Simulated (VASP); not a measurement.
# Rh (Fm-3m) in VASP: further runs

The runs below take Rh through single point, relaxation of cell and atoms, with PBE.

All numbers are computed with VASP 6.6.1; they aren't measurements. Logs are shortened: lines on timing, memory, paths and dates and some standing lists are left out, and cuts for length are marked.

## (1) The cell of the first run

The structure is cubic, space group Fm-3m (No. 225). The conventional cell has a = 3.830 Å, b = 3.830 Å, c = 3.830 Å, α = 90.00°, β = 90.00°, γ = 90.00°. Rh (site symmetry m-3m) has 12 Rh at 2.71 Å within 3.6 Å.

## (2) Single point, PBE

Contents of INCAR:

```
PREC = Accurate
ENCUT = 500
EDIFF = 1E-6
ISMEAR = 0
SIGMA = 0.05
LREAL = False
LASPH = True
NELM = 120
ALGO = Normal
ISIF = 2
LWAVE = False
LCHARG = False
GGA = PE
NBANDS = 14
GGA_COMPAT = False
```

Contents of KPOINTS:

```
Automatic mesh
0
Gamma
  9 9 9
```

Contents of POSCAR:

```
Rh
1.0
    0.0000000000      1.9149623728      1.9149623728
    1.9149623728      0.0000000000      1.9149623728
    1.9149623728      1.9149623728      0.0000000000
Rh
1
Direct
    0.0000000000      0.0000000000      0.0000000000
```

Potentials or basis: VASP PAW PBE potentials, release 64 (Rh_pv).

On the command line:

```sh
$ cat potpaw_PBE.64/Rh_pv/POTCAR > POTCAR
$ mpirun -np 1 vasp_std > vasp.out
```

OUTCAR:

```text
PREC = Accurate
   ENCUT = 500
   EDIFF = 1E-6
   ISMEAR = 0
   LREAL = False
   LASPH = True
   NELM = 120
   ISIF = 2
   GGA = PE

 ion  position               nearest neighbor table
   1  0.000  0.000  0.000-

  LATTYP: Found a face centered cubic cell.
 ALAT       =     3.8299247456

  Lattice vectors:

 A1 = (   0.0000000000,   1.9149623728,   1.9149623728)
 A2 = (   1.9149623728,   0.0000000000,   1.9149623728)
 A3 = (   1.9149623728,   1.9149623728,   0.0000000000)

Analysis of symmetry for initial positions (statically):
=====================================================================
 Subroutine PRICEL returns:
 Original cell was already a primitive cell.

 Routine SETGRP: Setting up the symmetry group for a
 face centered cubic supercell.

 Subroutine GETGRP returns: Found 48 space group operations
 (whereof 48 operations were pure point group operations)
 out of a pool of 48 trial point group operations.

The static configuration has the point symmetry O_h .

Analysis of symmetry for dynamics (positions and initial velocities):
=====================================================================
 Subroutine PRICEL returns:
 Original cell was already a primitive cell.

 Routine SETGRP: Setting up the symmetry group for a
 face centered cubic supercell.

 Subroutine GETGRP returns: Found 48 space group operations
 (whereof 48 operations were pure point group operations)
 out of a pool of 48 trial point group operations.

The dynamic configuration has the point symmetry O_h .

 Subroutine INISYM returns: Found 48 space group operations
 (whereof 48 operations are pure point group operations),
 and found     1 'primitive' translations

----------------------------------------------------------------------------------------

                                     Primitive cell

  volume of cell :      14.0446

  direct lattice vectors                    reciprocal lattice vectors
     0.000000000  1.914962373  1.914962373    -0.261101736  0.261101736  0.261101736
     1.914962373  0.000000000  1.914962373     0.261101736 -0.261101736  0.261101736
     1.914962373  1.914962373  0.000000000     0.261101736  0.261101736 -0.261101736

  length of vectors
     2.708165759  2.708165759  2.708165759     0.452241473  0.452241473  0.452241473

  position of ions in fractional coordinates (direct lattice)
     0.000000000  0.000000000  0.000000000

  ion indices of the primitive-cell ions
[... 81 lines left out ...]
   ISYM   =      2    0-nonsym 1-usesym 2-fastsym
   POTIM  = 0.5000    time-step for ionic-motion
   TEBEG  =    0.0;   TEEND  =   0.0 temperature during run
   PSTRESS=    0.0 pullay stress
   NELECT =      15.0000    total number of electrons
   NUPDOWN=      -1.0000    fix difference up-down
   EMIN   =  10.00;   EMAX   =-10.00  energy-range for DOS
   EFERMI =   0.00;   METHOD = LEGACY
   ISMEAR =     0;   SIGMA  =   0.05  broadening in eV -4-tet -1-fermi 0-gaus
   EFERMI_NEDOS =   21; number of points for ismear=-14 and -15
   IALGO  =     38    algorithm
   IMIX   =      4    mixing-type and parameters
     AMIX     =   0.40;   BMIX     =  1.00
     AMIX_MAG =   1.60;   BMIX_MAG =  1.00
  volume/ion in A,a.u.               =      14.04        94.78
  Fermi-wavevector in a.u.,A,eV,Ry     =   1.673407  3.162281 38.100288  2.800292
  Thomas-Fermi vector in A             =   2.758384
   LORBIT       =      0    0 simple, 1 ext, 2 COOP (PROOUT), +10 PAW based schemes
   GGA     = PE    functional components
   LHFCALC =     F    Hartree Fock is set to
   AEXX    =    0.0000 exact exchange contribution
   IVDW    =     0    specifies the selected vdW correction
   LEPSILON=     F    determine dielectric tensor
   LRPA    =     F    only Hartree local field effects (RPA)
 non-spin polarized calculation
 Gauss-broadening in eV      SIGMA  =   0.05
  energy-cutoff  :      500.00
  volume of cell :       14.04
 maximum number of plane-waves:       365
   NGX =  9   NGY =  9   NGZ =  9

 number of electron      15.0000003 magnetization

 Free energy of the ion-electron system (eV)
  ---------------------------------------------------
  ext. energy  EPLUGINS =         0.00000000
  ---------------------------------------------------
  free energy    TOTEN  =        -7.25124528 eV

  energy without entropy =       -7.24903373  energy(sigma->0) =       -7.25013950

 E-fermi :  11.4446     XC(G=0): -13.8980

 val. band max:       11.3904701387   @ k =   0.3333   0.2222   0.0000
 cond. band min:      11.4463228101   @ k =  -0.3333   0.3333   0.0000
 fundamental gap:      0.0558526715
 Fermi energy:        11.4446068716

 k-point     1 :       0.0000    0.0000    0.0000
  band No.  band energies     occupation
      1     -34.8484      2.00000
      2     -34.8484      2.00000
      3     -34.8484      2.00000
      4       3.7146      2.00000
      5       8.5304      2.00000
      6       8.5304      2.00000
      7       8.5304      2.00000
      8      10.5354      2.00000
      9      10.5354      2.00000
     10      27.5374      0.00000
     11      32.0619      0.00000
     12      32.8611      0.00000
     13      32.8611      0.00000
     14      32.8611      0.00000
[... 377 lines left out ...]
      1     -35.4695      2.00000
      2     -35.0907      2.00000
      3     -35.0907      2.00000
      4       5.4746      2.00000
      5       5.8236      2.00000
      6      11.9623      0.00000
      7      12.2656      0.00000
      8      12.2656      0.00000
      9      14.1042      0.00000
     10      24.3037      0.00000
     11      25.0735      0.00000
     12      25.0735      0.00000
     13      32.0527      0.00000
     14      34.0702      0.00000

 [... further k-points ...]

------------------------ aborting loop because EDIFF is reached ----------------------------------------

  FORCE on cell =-STRESS in cart. coord.  units (eV):
  Direction    XX          YY          ZZ          XY          YZ          ZX
  --------------------------------------------------------------------------------------
  -------------------------------------------------------------------------------------
  Total        0.0074475      0.0074475      0.0074475     -0.0000000     -0.0000000      0.0000000
  in kB        0.8495888      0.8495888      0.8495888     -0.0000000     -0.0000000      0.0000000
  external PRESSURE =       0.8495888 kB  Pullay stress =       0.0000000 kB

 VOLUME and BASIS-vectors are now :
 -----------------------------------------------------------------------------
  energy-cutoff  :      500.00
  volume of cell :       14.04
      direct lattice vectors                 reciprocal lattice vectors
     0.000000000  1.914962373  1.914962373    -0.261101736  0.261101736  0.261101736
     1.914962373  0.000000000  1.914962373     0.261101736 -0.261101736  0.261101736
     1.914962373  1.914962373  0.000000000     0.261101736  0.261101736 -0.261101736

 POSITION                                       TOTAL-FORCE (eV/Angst)
 -----------------------------------------------------------------------------------
      0.00000      0.00000      0.00000         0.000000      0.000000      0.000000
 -----------------------------------------------------------------------------------
    total drift:                                0.000000      0.000000      0.000000

  FREE ENERGIE OF THE ION-ELECTRON SYSTEM (eV)
  ---------------------------------------------------
  free  energy   TOTEN  =        -7.2512452770 eV

  energy  without entropy=       -7.2490337265  energy(sigma->0) =       -7.25013950
```

OSZICAR:

```text
N       E                     dE             d eps       ncg     rms          rms(c)
DAV:   1     0.122995163888E+03    0.12300E+03   -0.86995E+03   980   0.112E+03
DAV:   2    -0.611619445351E+01   -0.12911E+03   -0.12416E+03  1100   0.342E+02
DAV:   3    -0.776465783234E+01   -0.16485E+01   -0.16448E+01  1148   0.423E+01
DAV:   4    -0.777086091488E+01   -0.62031E-02   -0.62028E-02  1166   0.270E+00
DAV:   5    -0.777091640178E+01   -0.55487E-04   -0.55487E-04  1118   0.224E-01    0.958E+00
DAV:   6    -0.726890665904E+01    0.50201E+00   -0.83219E-01  1058   0.128E+01    0.326E+00
DAV:   7    -0.725477648854E+01    0.14130E-01   -0.19278E-02  1106   0.148E+00    0.158E+00
DAV:   8    -0.725132886270E+01    0.34476E-02   -0.26198E-03  1082   0.686E-01    0.155E-01
DAV:   9    -0.725124741730E+01    0.81445E-04   -0.45497E-05  1100   0.883E-02    0.185E-02
DAV:  10    -0.725124514232E+01    0.22750E-05   -0.33842E-06  1106   0.231E-02    0.205E-03
DAV:  11    -0.725124527699E+01   -0.13467E-06   -0.20906E-07   520   0.636E-03
   1 F= -.72512453E+01 E0= -.72501395E+01  d E =-.221155E-02
```

It took 10 s on 1 thread of Intel Xeon 8259CL, shared host; peak memory 0.13 GiB.

Results:

- Free energy: -7.2512 eV
- Pressure: 0.1 GPa
- Band gap on the k mesh: zero (an odd number of electrons rules out a gap without spin polarisation)

## (3) Relaxation of cell and atoms, PBE

This run uses another cell than the first one, of 13.72 Å³/atom.

Contents of INCAR:

```
PREC     = Accurate       # precision mode
ENCUT    = 500            # plane-wave cutoff, eV
EDIFF    = 1E-7           # SCF threshold, eV
ISMEAR   = 0              # smearing method
SIGMA    = 0.05           # smearing width, eV
LREAL    = F              # projectors in reciprocal space
LASPH    = T              # aspherical terms in the spheres
NELM     = 120            # most SCF steps
ALGO     = Normal         # electronic algorithm
ISIF     = 3              # what is computed and relaxed
LWAVE    = F              # write WAVECAR
LCHARG   = F              # write CHGCAR
GGA      = PE             # functional
IBRION   = 2              # ionic algorithm
NSW      = 80             # ionic steps
EDIFFG   = -0.02          # ionic threshold
GGA_COMPAT= F            
NELMIN   = 4
```

Contents of KPOINTS:

```
regular mesh
0
Gamma
  9 9 9
```

Contents of POSCAR:

```
Rh
1.0
    0.0000000000      1.9000000000      1.9000000000
    1.9000000000      0.0000000000      1.9000000000
    1.9000000000      1.9000000000      0.0000000000
Rh
1
Direct
    0.0000000000      0.0000000000      0.0000000000
```

Potentials or basis: VASP PAW PBE potentials, release 64 (Rh_pv).

On the command line:

```sh
$ cat potpaw_PBE.64/Rh_pv/POTCAR > POTCAR
$ mpirun -np 1 vasp_std > vasp.out
```

Run time: 26 s. Hardware: 1 thread of Intel Xeon 8259CL, shared host; peak memory 0.13 GiB.

It converged, with:

```yaml
Free_energy: -7.2511 eV
Relaxed_volume: 14.06 Å³/atom
Relaxed_cell: a = 2.709 Å, b = 2.709 Å, c = 2.709 Å, α = 60.00°, β = 60.00°, γ = 60.00°
Space_group_after_relaxing_to_0.1_Å: Fm-3m (No. 225)
Energy_gained_by_relaxing: 6.6 meV/atom
Ionic_steps: 3
Pressure_after_relaxing: -0.1 GPa
Band_gap_on_the_k_mesh: zero (an odd number of electrons rules out a gap without spin polarisation)
```

Step by step:
```
step  energy change (eV)  largest force (eV/Å)  pressure (GPa)  volume (Å³)
   1              0.0000                0.0000            6.56        13.72
   2              0.0271                0.0000          -12.51        14.86
   3             -0.0066                0.0000           -0.12        14.06
```

Final structure:
```
Rh
1.0
     0.00000    1.91551    1.91551
     1.91551    0.00000    1.91551
     1.91551    1.91551    0.00000
Rh
1
Direct
  0.00000 0.00000 0.00000
```

Levels at points of the mesh, in eV from the Fermi level:
```tsv
k point	band 6	band 7	band 8	band 9	band 10	band 11
(0.00, 0.00, 0.00)	-2.91	-2.91	-0.91	-0.91	16.09	20.62
```
